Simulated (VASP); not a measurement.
# InP (I-4m2) in VASP: a series of runs

The runs below take InP through single point, with PBE, r2SCAN.

Everything below comes from runs of VASP 6.6.1. Logs are shortened: lines on timing, memory, paths and dates and some standing lists are left out, and cuts for length are marked.

## Step 1: The cell of the first run

It takes space group I-4m2 (No. 119, tetragonal). Conventional cell: a = 4.122 Å, b = 4.122 Å, c = 5.908 Å, α = 90.00°, β = 90.00°, γ = 90.00°. Within 3.3 Å of In (site symmetry -4m2) lie 4 P at 2.54 Å. P (site symmetry -4m2) has 4 In at 2.54 Å within 3.3 Å.

## Step 2: Single point, PBE (biaxial xy strain -1.3%)

File INCAR:

```
PREC = Accurate ; ENCUT = 520
EDIFF = 1E-7 ; ISMEAR = -1
SIGMA = 0.02 ; LREAL = False
LASPH = True ; NELM = 60
ALGO = Normal ; ISIF = 2
LWAVE = False ; LCHARG = False
GGA = PE ; NBANDS = 16
```

File KPOINTS:

```
Automatic mesh
0
Gamma
  8 8 8
```

File POSCAR:

```
InP
1.0
    0.0000000000      2.9145022615      2.9537876370
    2.9145022615      0.0000000000      2.9537876370
    2.9145022615      2.9145022615      0.0000000000
In P
1 1
Direct
    0.0000000000      0.0000000000      0.0000000000
    0.2500000000      0.2500000000      0.2500000000
```

Potentials or basis: VASP PAW PBE potentials, release 64 (In_d, P).

Command:

```sh
> cat potpaw_PBE.64/In_d/POTCAR potpaw_PBE.64/P/POTCAR > POTCAR
> mpirun -np 1 vasp_std > vasp.out
```

OUTCAR:

```text
PREC = Accurate
   ENCUT = 520
   EDIFF = 1E-7
   ISMEAR = -1
   LREAL = False
   LASPH = True
   NELM = 60
   ISIF = 2
   GGA = PE

 ion  position               nearest neighbor table
   1  0.000  0.000  0.000-   2 2.54   2 2.54   2 2.54   2 2.54
   2  0.250  0.250  0.250-   1 2.54   1 2.54   1 2.54   1 2.54

  LATTYP: Found a body centered tetragonal cell.
 ALAT       =     4.1217286258
 C/A-ratio  =     1.4332761349

  Lattice vectors:

 A1 = (  -2.9145022615,   0.0000000000,   2.9537876370)
 A2 = (   2.9145022615,   0.0000000000,   2.9537876370)
 A3 = (   0.0000000000,   2.9145022615,  -2.9537876370)

Analysis of symmetry for initial positions (statically):
=====================================================================
 Subroutine PRICEL returns:
 Original cell was already a primitive cell.

 Routine SETGRP: Setting up the symmetry group for a
 body centered tetragonal supercell.

 Subroutine GETGRP returns: Found  8 space group operations
 (whereof  8 operations were pure point group operations)
 out of a pool of 16 trial point group operations.

The static configuration has the point symmetry D_2d.

Analysis of symmetry for dynamics (positions and initial velocities):
=====================================================================
 Subroutine PRICEL returns:
 Original cell was already a primitive cell.

 Routine SETGRP: Setting up the symmetry group for a
 body centered tetragonal supercell.

 Subroutine GETGRP returns: Found  8 space group operations
 (whereof  8 operations were pure point group operations)
 out of a pool of 16 trial point group operations.

The dynamic configuration has the point symmetry D_2d.

 Subroutine INISYM returns: Found  8 space group operations
 (whereof  8 operations are pure point group operations),
 and found     1 'primitive' translations

----------------------------------------------------------------------------------------

                                     Primitive cell

  volume of cell :      50.1809

  direct lattice vectors                    reciprocal lattice vectors
     0.000000000  2.914502262  2.953787637    -0.171555880  0.171555880  0.169274187
     2.914502262  0.000000000  2.953787637     0.171555880 -0.171555880  0.169274187
     2.914502262  2.914502262  0.000000000     0.171555880  0.171555880 -0.169274187

  length of vectors
     4.149600564  4.149600564  4.121728626     0.295832030  0.295832030  0.295832030

  position of ions in fractional coordinates (direct lattice)
     0.000000000  0.000000000  0.000000000
     0.250000000  0.250000000  0.250000000

  ion indices of the primitive-cell ions
   primitive index   ion index
                 1           1
                 2           2

----------------------------------------------------------------------------------------

 KPOINTS: Automatic mesh

Automatic generation of k-mesh.
 Grid dimensions read from file:
 generate k-points for:    8    8    8

 Generating k-lattice:

  Cartesian coordinates                     Fractional coordinates (reciprocal lattice)
    -0.021444485  0.021444485  0.021159273     0.125000000  0.000000000  0.000000000
     0.021444485 -0.021444485  0.021159273     0.000000000  0.125000000  0.000000000
     0.021444485  0.021444485 -0.021159273     0.000000000  0.000000000  0.125000000

  Length of vectors
     0.036979004  0.036979004  0.036979004

  Shift w.r.t. Gamma in fractional coordinates (k-lattice)
     0.000000000  0.000000000  0.000000000

 Subroutine IBZKPT returns following result:
 ===========================================

 Found     59 irreducible k-points:

 Following reciprocal coordinates:
            Coordinates               Weight
  0.000000  0.000000  0.000000      1.000000
  0.125000  0.000000  0.000000      8.000000
  0.250000  0.000000  0.000000      8.000000
  0.375000  0.000000  0.000000      8.000000
  0.500000  0.000000  0.000000      4.000000
  0.125000  0.125000  0.000000      2.000000
[... 16 lines left out ...]
  0.250000  0.000000  0.125000     16.000000
  0.375000  0.000000  0.125000     16.000000
 [... further k-points ...]
   k-points           NKPTS =     59   k-points in BZ     NKDIM =     59   number of bands    NBANDS=     16
   number of dos      NEDOS =    301   number of ions     NIONS =      2
   total plane-waves  NPLWV =  32768
   dimension x,y,z NGX =    32 NGY =   32 NGZ =   32
   dimension x,y,z NGXF=    64 NGYF=   64 NGZF=   64
   ions per type =               1   1
   NGX,Y,Z   is equivalent  to a cutoff of  12.82, 12.82, 12.91 a.u.
   NGXF,Y,Z  is equivalent  to a cutoff of  25.64, 25.64, 25.81 a.u.
 SYSTEM =  unknown system
   PREC   = accura    normal or accurate (medium, high low for compatibility)
   ISTART =      0    job   : 0-new  1-cont  2-samecut
   ICHARG =      2    charge: 1-file 2-atom 10-const
   ISPIN  =      1    spin polarized calculation?
   LNONCOLLINEAR =      F non collinear calculations
   LSORBIT =      F    spin-orbit coupling
   LASPH  =      T    aspherical Exc in radial PAW
   ENCUT  =  520.0 eV  38.22 Ry    6.18 a.u.   7.72  7.72  7.66*2*pi/ulx,y,z
   NELM   =     60;   NELMIN=  2; NELMDL= -5     # of ELM steps
   EDIFF  = 0.1E-06   stopping-criterion for ELM
   LREAL  =      F    real-space projection
   EDIFFG = 0.1E-05   stopping-criterion for IOM
   NSW    =      0    number of steps for IOM
   IBRION =     -1    ionic relax: 0-MD 1-quasi-New 2-CG
   NFREE  =      0    steps in history (QN), initial steepest desc. (CG)
   ISIF   =      2    stress and relaxation
   ISYM   =      2    0-nonsym 1-usesym 2-fastsym
   POTIM  = 0.5000    time-step for ionic-motion
   TEBEG  =    0.0;   TEEND  =   0.0 temperature during run
   PSTRESS=    0.0 pullay stress
   NELECT =      18.0000    total number of electrons
   NUPDOWN=      -1.0000    fix difference up-down
   EMIN   =  10.00;   EMAX   =-10.00  energy-range for DOS
   EFERMI =   0.00;   METHOD = LEGACY
   ISMEAR =    -1;   SIGMA  =   0.02  broadening in eV -4-tet -1-fermi 0-gaus
   EFERMI_NEDOS =   21; number of points for ismear=-14 and -15
   IALGO  =     38    algorithm
   IMIX   =      4    mixing-type and parameters
     AMIX     =   0.40;   BMIX     =  1.00
     AMIX_MAG =   1.60;   BMIX_MAG =  1.00
  volume/ion in A,a.u.               =      25.09       169.32
  Fermi-wavevector in a.u.,A,eV,Ry     =   1.163196  2.198122 18.409029  1.353025
  Thomas-Fermi vector in A             =   2.299749
   LORBIT       =      0    0 simple, 1 ext, 2 COOP (PROOUT), +10 PAW based schemes
   GGA     = PE    functional components
   LHFCALC =     F    Hartree Fock is set to
   AEXX    =    0.0000 exact exchange contribution
   IVDW    =     0    specifies the selected vdW correction
   LEPSILON=     F    determine dielectric tensor
   LRPA    =     F    only Hartree local field effects (RPA)
 non-spin polarized calculation
  energy-cutoff  :      520.00
  volume of cell :       50.18
 maximum number of plane-waves:      1379
   NGX = 15   NGY = 15   NGZ = 15

 number of electron      18.0000004 magnetization

 Free energy of the ion-electron system (eV)
  ---------------------------------------------------
  ext. energy  EPLUGINS =         0.00000000
  ---------------------------------------------------
  free energy    TOTEN  =        -8.37675741 eV

  energy without entropy =       -8.37675741  energy(sigma->0) =       -8.37675741

 E-fermi :   5.5976     XC(G=0):  -9.2963

 val. band max:        5.2441210644   @ k =   0.0000   0.0000   0.0000
 cond. band min:       5.9503597516   @ k =   0.0000   0.0000   0.0000
 fundamental gap:      0.7062386872
 Fermi energy:         5.5975895157

 k-point     1 :       0.0000    0.0000    0.0000
  band No.  band energies     occupation
      1      -8.9739      2.00000
      2      -8.9678      2.00000
      3      -8.9678      2.00000
      4      -8.8171      2.00000
      5      -8.8156      2.00000
      6      -6.3150      2.00000
[... 8 lines left out ...]
     15      14.5717      0.00000
     16      14.7802      0.00000

 k-point     2 :       0.1250    0.0000    0.0000
  band No.  band energies     occupation
      1      -8.9893      2.00000
      2      -8.9640      2.00000
      3      -8.9603      2.00000
      4      -8.8172      2.00000
      5      -8.8153      2.00000
      6      -6.1356      2.00000
[... 8 lines left out ...]
     15      14.1143      0.00000
     16      14.6002      0.00000

 k-point     3 :       0.2500    0.0000    0.0000
  band No.  band energies     occupation
      1      -9.0330      2.00000
      2      -8.9481      2.00000
      3      -8.9444      2.00000
      4      -8.8153      2.00000
      5      -8.8120      2.00000
      6      -5.6345      2.00000
[... 8 lines left out ...]
     15      13.8441      0.00000
     16      14.3813      0.00000

 k-point     4 :       0.3750    0.0000    0.0000
  band No.  band energies     occupation
      1      -9.0741      2.00000
      2      -8.9360      2.00000
      3      -8.9324      2.00000
      4      -8.8092      2.00000
      5      -8.8044      2.00000
      6      -4.9635      2.00000
[... 8 lines left out ...]
     15      14.7302      0.00000
     16      14.7753      0.00000

 k-point     5 :       0.5000    0.0000    0.0000
  band No.  band energies     occupation
      1      -9.0904      2.00000
      2      -8.9324      2.00000
      3      -8.9287      2.00000
      4      -8.8053      2.00000
      5      -8.7998      2.00000
      6      -4.5804      2.00000
[... 8 lines left out ...]
     15      15.8307      0.00000
     16      15.9149      0.00000

 k-point     6 :       0.1250    0.1250    0.0000
  band No.  band energies     occupation
      1      -9.0064      2.00000
      2      -8.9531      2.00000
      3      -8.9531      2.00000
      4      -8.8212      2.00000
      5      -8.8121      2.00000
      6      -6.0802      2.00000
[... 8 lines left out ...]
     15      14.9152      0.00000
     16      14.9829      0.00000

 k-point     7 :       0.2500    0.1250    0.0000
  band No.  band energies     occupation
      1      -9.0405      2.00000
      2      -8.9405      2.00000
      3      -8.9363      2.00000
      4      -8.8249      2.00000
      5      -8.8075      2.00000
      6      -5.6893      2.00000
[... 8 lines left out ...]
     15      14.7509      0.00000
     16      15.6614      0.00000

 k-point     8 :       0.3750    0.1250    0.0000
  band No.  band energies     occupation
      1      -9.0750      2.00000
      2      -8.9315      2.00000
      3      -8.9226      2.00000
      4      -8.8207      2.00000
      5      -8.8030      2.00000
      6      -5.0615      2.00000
[... 8 lines left out ...]
     15      15.2327      0.00000
     16      15.2929      0.00000

 k-point     9 :       0.5000    0.1250    0.0000
  band No.  band energies     occupation
      1      -9.0941      2.00000
      2      -8.9280      2.00000
      3      -8.9181      2.00000
      4      -8.8104      2.00000
      5      -8.8034      2.00000
      6      -4.5182      2.00000
[... 8 lines left out ...]
     15      15.8321      0.00000
     16      15.8714      0.00000
[... 172 lines left out ...]
 k-point    19 :       0.5000    0.3750    0.0000
  band No.  band energies     occupation
      1      -9.1432      2.00000
      2      -8.8793      2.00000
      3      -8.8716      2.00000
      4      -8.8544      2.00000
      5      -8.7884      2.00000
      6      -4.0879      2.00000
[... 8 lines left out ...]
     15      16.1427      0.00000
     16      17.2242      0.00000

 k-point    20 :      -0.3750    0.3750    0.0000
  band No.  band energies     occupation
      1      -9.1290      2.00000
      2      -8.8963      2.00000
      3      -8.8781      2.00000
      4      -8.8402      2.00000
      5      -8.7983      2.00000
      6      -3.9503      2.00000
[... 8 lines left out ...]
     15      15.1543      0.00000
     16      18.0644      0.00000

 k-point    21 :       0.5000    0.5000    0.0000
  band No.  band energies     occupation
      1      -9.1569      2.00000
      2      -8.8649      2.00000
      3      -8.8636      2.00000
      4      -8.8636      2.00000
      5      -8.7833      2.00000
      6      -3.9549      2.00000
[... 8 lines left out ...]
     15      16.0280      0.00000
     16      17.0626      0.00000

 k-point    22 :       0.1250    0.0000    0.1250
  band No.  band energies     occupation
      1      -9.0015      2.00000
      2      -8.9584      2.00000
      3      -8.9533      2.00000
      4      -8.8231      2.00000
      5      -8.8106      2.00000
      6      -6.0746      2.00000
[... 8 lines left out ...]
     15      14.7512      0.00000
     16      15.0440      0.00000

 k-point    23 :       0.2500    0.0000    0.1250
  band No.  band energies     occupation
      1      -9.0378      2.00000
      2      -8.9425      2.00000
      3      -8.9378      2.00000
      4      -8.8277      2.00000
      5      -8.8052      2.00000
      6      -5.6790      2.00000
[... 8 lines left out ...]
     15      14.6613      0.00000
     16      15.6466      0.00000

 k-point    24 :       0.3750    0.0000    0.1250
  band No.  band energies     occupation
      1      -9.0743      2.00000
      2      -8.9307      2.00000
      3      -8.9246      2.00000
      4      -8.8246      2.00000
      5      -8.7995      2.00000
      6      -5.0494      2.00000
[... 8 lines left out ...]
     15      15.2157      0.00000
     16      15.3540      0.00000

 [... further k-points ...]

------------------------ aborting loop because EDIFF is reached ----------------------------------------

  FORCE on cell =-STRESS in cart. coord.  units (eV):
  Direction    XX          YY          ZZ          XY          YZ          ZX
  --------------------------------------------------------------------------------------
  -------------------------------------------------------------------------------------
  Total        1.1549601      1.1549601      0.9835510      0.0000000      0.0000000      0.0000000
  in kB       36.8756360     36.8756360     31.4028762      0.0000000      0.0000000      0.0000000
  external PRESSURE =      35.0513827 kB  Pullay stress =       0.0000000 kB

 VOLUME and BASIS-vectors are now :
 -----------------------------------------------------------------------------
  energy-cutoff  :      520.00
  volume of cell :       50.18
      direct lattice vectors                 reciprocal lattice vectors
     0.000000000  2.914502262  2.953787637    -0.171555880  0.171555880  0.169274187
     2.914502262  0.000000000  2.953787637     0.171555880 -0.171555880  0.169274187
     2.914502262  2.914502262  0.000000000     0.171555880  0.171555880 -0.169274187

 POSITION                                       TOTAL-FORCE (eV/Angst)
 -----------------------------------------------------------------------------------
      0.00000      0.00000      0.00000         0.000000      0.000000     -0.000000
      1.45725      1.45725      1.47689        -0.000000     -0.000000      0.000000
 -----------------------------------------------------------------------------------
    total drift:                               -0.000000     -0.000000      0.000000

  FREE ENERGIE OF THE ION-ELECTRON SYSTEM (eV)
  ---------------------------------------------------
  free  energy   TOTEN  =        -8.3767574115 eV

  energy  without entropy=       -8.3767574114  energy(sigma->0) =       -8.37675741
```

It took 73 s on 1 thread of Intel Xeon 8259CL, shared host; peak memory 0.2 GiB.

What came out:

| Quantity | Value |
| --- | --- |
| Free energy | -8.3768 eV |
| Pressure | 3.5 GPa |
| Band gap on the k mesh | 0.71 eV, direct |

Caveat: the cell differs from its parent crystal (biaxial xy strain -1.3%); spin-orbit coupling is left out, which moves the levels of the heavy elements.

(Continued in part 2 of 2.)
